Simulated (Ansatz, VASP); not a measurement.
**ZrNb2N3: VASP beside Ansatz**

```
Zr Nb N
1.0
     3.38527    0.00000    0.00000
    -1.69263    2.93173    0.00000
     0.00000    0.00000    8.57277
Zr Nb N
1 2 3
Direct
  0.00000 0.00000 0.00000
  0.00000 0.00000 0.33283
  0.00000 0.00000 0.66717
  0.33333 0.66667 0.00000
  0.66667 0.33333 0.00000
  0.00000 0.00000 0.50000
```

Alike in both runs: task relaxation of cell and atoms; functional PBE; k mesh 4 × 4 × 2; occupations gaussian, width 0.15 eV; no spin polarisation.

|  | VASP | Ansatz |
| --- | --- | --- |
| version | VASP 6.6.1 | Ansatz 0.2.0 |
| potentials or method | VASP PAW PBE potentials, release 64 (Zr_sv, Nb_sv, N), cutoff 600 eV | scalar-relativistic, plane waves, PAW |
| valence electrons in the cell | 53 | 53 |

|  | VASP | Ansatz | Ansatz less VASP |
| --- | --- | --- | --- |
| gap on the k mesh at the Fermi level, each at its own relaxed structure (eV) | none | none | - |
| relaxed volume (Å³/atom) | 20.93 | 21.78 | +0.851 |
| relaxed cell length with the largest relative difference (Å) | 11.051 | 11.494 | +0.4428 |

A gap of «none» marks a metal or a gap that the smearing closes.

The k mesh is coarse, so the values compare programs but aren't converged. Noted on VASP's run: the volume moved by over 15 % at a fixed basis, so the end points are rough.
